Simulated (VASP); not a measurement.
# HfC (R-3m) in VASP: further runs, part 2 of 2

VASP 6.6.1. The steps go on from the part before.

## (3) Single point, PBEsol (equal xy, yz and zx shear strains of +1 %)

The input, INCAR:

```
ALGO     = Normal         # electronic algorithm
EDIFF    = 1E-6           # SCF threshold, eV
ENCUT    = 520            # plane-wave cutoff, eV
GGA      = PS             # functional
ISIF     = 2              # what is computed and relaxed
ISMEAR   = -1             # smearing method
LASPH    = T              # aspherical terms in the spheres
LCHARG   = T              # write CHGCAR
LELF     = T              # ELF
LREAL    = F              # projectors in reciprocal space
LVHAR    = T            
LWAVE    = F              # write WAVECAR
NBANDS   = 14             # bands
NELM     = 80             # most SCF steps
PREC     = Accurate       # precision mode
SIGMA    = 0.05           # smearing width, eV
```

The input, KPOINTS:

```
k-points
0
Gamma
  15 15 15
```

The input, POSCAR:

```
HfC
1.0
    0.0232500000      2.3366250000      2.3366250000
    2.3366250000      0.0232500000      2.3366250000
    2.3366250000      2.3366250000      0.0232500000
Hf C
1 1
Direct
    0.5000000000      0.5000000000      0.5000000000
    0.0000000000      0.0000000000      0.0000000000
```

Potentials or basis: VASP PAW PBE potentials, release 64 (Hf_pv, C).

Started as:

```console
$ cat potpaw_PBE.64/Hf_pv/POTCAR potpaw_PBE.64/C/POTCAR > POTCAR
$ mpirun -np 1 vasp_std > vasp.out
```

OUTCAR:

```text
EDIFF = 1E-6
   ENCUT = 520
   GGA = PS
   ISIF = 2
   ISMEAR = -1
   LASPH = T
   LREAL = F
   NELM = 80
   PREC = Accurate

 ion  position               nearest neighbor table
   1  0.500  0.500  0.500-   2 2.33   2 2.33   2 2.33   2 2.33   2 2.33   2 2.33
   2  0.000  0.000  0.000-   1 2.33   1 2.33   1 2.33   1 2.33   1 2.33   1 2.33

  LATTYP: Found a trigonal (rhomboedric) cell.
 ALAT       =     3.3045685564
 COS(alpha) =     0.5099250056
[... 595 lines left out ...]

 [... further k-points ...]

------------------------ aborting loop because EDIFF is reached ----------------------------------------

  FORCE on cell =-STRESS in cart. coord.  units (eV):
  Direction    XX          YY          ZZ          XY          YZ          ZX
  --------------------------------------------------------------------------------------
  -------------------------------------------------------------------------------------
  Total       -1.0964152     -1.0964152     -1.0964152     -0.2639668     -0.2639668     -0.2639668
  in kB      -69.8906765    -69.8906765    -69.8906765    -16.8264893    -16.8264893    -16.8264893
  external PRESSURE =     -69.8906765 kB  Pullay stress =       0.0000000 kB

 VOLUME and BASIS-vectors are now :
 -----------------------------------------------------------------------------
  energy-cutoff  :      520.00
  volume of cell :       25.13
      direct lattice vectors                 reciprocal lattice vectors
     0.023250000  2.336625000  2.336625000    -0.217204408  0.215064463  0.215064463
     2.336625000  0.023250000  2.336625000     0.215064463 -0.217204408  0.215064463
     2.336625000  2.336625000  0.023250000     0.215064463  0.215064463 -0.217204408

 POSITION                                       TOTAL-FORCE (eV/Angst)
 -----------------------------------------------------------------------------------
      2.34825      2.34825      2.34825         0.000000     -0.000000     -0.000000
      0.00000      0.00000      0.00000        -0.000000      0.000000      0.000000
 -----------------------------------------------------------------------------------
    total drift:                                0.000000      0.000000      0.000000

  FREE ENERGIE OF THE ION-ELECTRON SYSTEM (eV)
  ---------------------------------------------------
  free  energy   TOTEN  =       -22.1764785929 eV

  energy  without entropy=      -22.1734668137  energy(sigma->0) =      -22.17497270
```

OSZICAR:

```text
N       E                     dE             d eps       ncg     rms          rms(c)
DAV:   1     0.215885888632E+02    0.21589E+02   -0.77948E+03  9664   0.987E+02
DAV:   2    -0.235709993079E+02   -0.45160E+02   -0.42397E+02 12532   0.200E+02
DAV:   3    -0.250759091704E+02   -0.15049E+01   -0.14988E+01 11702   0.263E+01
DAV:   4    -0.250826081123E+02   -0.66989E-02   -0.66985E-02 11342   0.217E+00
DAV:   5    -0.250826493124E+02   -0.41200E-04   -0.41200E-04 11652   0.154E-01    0.579E+01
DAV:   6    -0.222624515881E+02    0.28202E+01   -0.10711E+01 10850   0.172E+01    0.410E+01
DAV:   7    -0.221965039839E+02    0.65948E-01   -0.52699E-01 12260   0.501E+00    0.238E+01
DAV:   8    -0.221823998208E+02    0.14104E-01   -0.70433E-02 11792   0.204E+00    0.552E+00
DAV:   9    -0.221768188470E+02    0.55810E-02   -0.19791E-02 10928   0.830E-01    0.211E+00
DAV:  10    -0.221764869294E+02    0.33192E-03   -0.14468E-03 12464   0.278E-01    0.101E-01
DAV:  11    -0.221764789361E+02    0.79932E-05   -0.84283E-05 10952   0.785E-02    0.315E-02
DAV:  12    -0.221764785929E+02    0.34328E-06   -0.28950E-06 12424   0.136E-02
   1 F= -.22176479E+02 E0= -.22174973E+02  d E =-.301178E-02
```

Wall time 3.3 min (1 thread of Intel Xeon 8259CL, shared host); peak memory 0.26 GiB.

Results:

```
Free energy            : -22.1765 eV
Pressure               : -7.0 GPa
Band gap on the k mesh : zero (bands 7 and 8 overlap by 1.43 eV)
```

Stress tensor (GPa, compression positive):
```
-6.99 -1.68 -1.68
-1.68 -6.99 -1.68
-1.68 -1.68 -6.99
```

Levels at points of the mesh, in eV from the Fermi level:
```
           k point  band 4  band 5  band 6  band 7  band 8  band 9  band 10  band 11
(0.00, 0.00, 0.00)  -12.26    0.99    1.09    1.09    1.23    1.44     1.44     3.40
```

Caveat: the cell differs from its parent crystal (equal xy, yz and zx shear strains of +1 %); the cell stands under tension; the PAW data sets were made with another functional, which shifts forces and pressure a little; spin-orbit coupling is left out, which moves the levels of the heavy elements.

## (4) Single point, PBEsol (equal xy, yz and zx shear strains of +3 %)

The input, INCAR:

```
ALGO     = Normal         # electronic algorithm
EDIFF    = 1E-6           # SCF threshold, eV
ENCUT    = 520            # plane-wave cutoff, eV
GGA      = PS             # functional
ISIF     = 2              # what is computed and relaxed
ISMEAR   = -1             # smearing method
LASPH    = True           # aspherical terms in the spheres
LCHARG   = False          # write CHGCAR
LREAL    = False          # projectors in reciprocal space
LWAVE    = False          # write WAVECAR
NBANDS   = 14             # bands
NELM     = 80             # most SCF steps
PREC     = Accurate       # precision mode
SIGMA    = 0.05           # smearing width, eV
```

KPOINTS is that of step 3.

The input, POSCAR:

```
HfC
1.0
    0.0697500000      2.3598750000      2.3598750000
    2.3598750000      0.0697500000      2.3598750000
    2.3598750000      2.3598750000      0.0697500000
Hf C
1 1
Direct
    0.5000000000      0.5000000000      0.5000000000
    0.0000000000      0.0000000000      0.0000000000
```

Started as:

```console
$ cat potpaw_PBE.64/Hf_pv/POTCAR potpaw_PBE.64/C/POTCAR > POTCAR
$ mpirun -np 1 vasp_std > vasp.out
```

It took 3.1 min on 1 thread of Intel Xeon 8259CL, shared host; peak memory 0.26 GiB.

It converged, with:

* Free energy: -22.1450 eV
* Pressure: -6.8 GPa
* Band gap on the k mesh: zero (bands 7 and 8 overlap by 1.41 eV)

Stress tensor (GPa, compression positive):
```
-6.85 -5.27 -5.27
-5.27 -6.85 -5.27
-5.27 -5.27 -6.85
```

Levels at points of the mesh, in eV from the Fermi level:
```
           k point  band 5  band 6  band 7  band 8  band 9  band 10
(0.00, 0.00, 0.00)    0.82    0.90    1.14    1.14    1.54     1.54
```

Caveat: the cell differs from its parent crystal (equal xy, yz and zx shear strains of +3 %); the cell stands under tension; the PAW data sets were made with another functional, which shifts forces and pressure a little; spin-orbit coupling is left out, which moves the levels of the heavy elements.

## (5) Overview

| cell | gap on the mesh (eV) | pressure (GPa) |
| --- | --- | --- |
| a = 3.255 Å, angles 61.3°, 2 atoms | none | -6.9 |
| a = 3.305 Å, angles 59.3°, 2 atoms | none | -7.0 |
| a = 3.338 Å, angles 58.0°, 2 atoms | none | -6.8 |

Alike in all rows: task single point; level PBEsol; potentials or basis VASP PAW PBE potentials, release 64 (Hf_pv, C); no spin polarisation; k mesh 15 × 15 × 15; cutoff (eV) 520; smearing fermi-dirac 0.05 eV.

Caveats: the cell stands under tension; the PAW data sets were made with another functional, which shifts forces and pressure a little; spin-orbit coupling is left out, which moves the levels of the heavy elements.

Total energies depend on the potentials used, so only differences within one code and one set of settings carry meaning.
